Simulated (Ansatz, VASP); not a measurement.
Given: the input of a run of Ansatz 0.2.0 on Si.

input.yaml

```yaml
crystal:
  lattice:
    - [-3.3474677417, 3.3474677417, 1.9351170619]
    - [3.3474677417, -3.3474677417, 1.9351170619]
    - [3.3474677417, 3.3474677417, -1.9351170619]
  atoms:
    - { symbol: Si, position: [0.82119894, 0.17880106, 0.0] }
    - { symbol: Si, position: [0.17880106, 0.82119894, 0.0] }
    - { symbol: Si, position: [0.82119894, 0.82119894, 0.64239788] }
    - { symbol: Si, position: [0.17880106, 0.17880106, 0.35760212] }
hamiltonian:
  xc: pbesol
  pseudopotentials: { kind: paw }
kpoints:
  mp_grid: { grid: [8, 8, 8] }
scf:
  occupations: { method: fermi_dirac, width: 0.05 }
output:
  forces: true
  stress: true
  eigenvalues: true
```

Potentials or basis: Ansatz PAW.

The run is started by

```bash
$ ansatz run input.yaml --threads 1 --pin off --max-ram 3584MiB --backend cpu --events-out ev --progress --plain --runs-dir out
```

**Question.** Set up the same calculation for VASP 6.6.1. Potentials there: VASP PAW PBE potentials, release 64 (Si).

**Answer.** As run (the cutoff follows the program's own potentials):

Contents of INCAR:

```
PREC = Accurate ; ENCUT = 520
EDIFF = 1E-7 ; ISMEAR = -1
SIGMA = 0.05 ; LREAL = F
LASPH = T ; NELM = 60
ALGO = Normal ; ISIF = 2
LWAVE = F ; LCHARG = T
GGA = PS ; LELF = T
LVHAR = T ; NBANDS = 16
```

Contents of KPOINTS:

```
regular mesh
0
Gamma
  8 8 8
```

File POSCAR:

```
Si
1.0
   -3.3474677417      3.3474677417      1.9351170619
    3.3474677417     -3.3474677417      1.9351170619
    3.3474677417      3.3474677417     -1.9351170619
Si
4
Direct
    0.8211989400      0.1788010600      0.0000000000
    0.1788010600      0.8211989400      0.0000000000
    0.8211989400      0.8211989400      0.6423978800
    0.1788010600      0.1788010600      0.3576021200
```

Potentials or basis: VASP PAW PBE potentials, release 64 (Si).

Launch:

```sh
$ cat potpaw_PBE.64/Si/POTCAR > POTCAR
$ mpirun -np 1 vasp_std > vasp.out
```

Both were run:

|  | VASP | Ansatz | Ansatz less VASP |
| --- | --- | --- | --- |
| gap on the k mesh at the Fermi level (eV) | 0.16 | 0.16 | +0.003 |
| least direct gap on the mesh (eV) | 0.30 | 0.31 | +0.006 |
| pressure (GPa) | -1.9 | -1.9 | -0.09 |
| traceless stress, the component that is largest in VASP (GPa) | -0.12 | -0.12 | +0.008 |
| rms of the force components (eV/Å) | 0.022 | 0.024 | +0.0015 |

VASP's potentials were made for PBE, not for PBEsol. Atom by atom the forces differ by 0.001 eV/Å (rms over components).
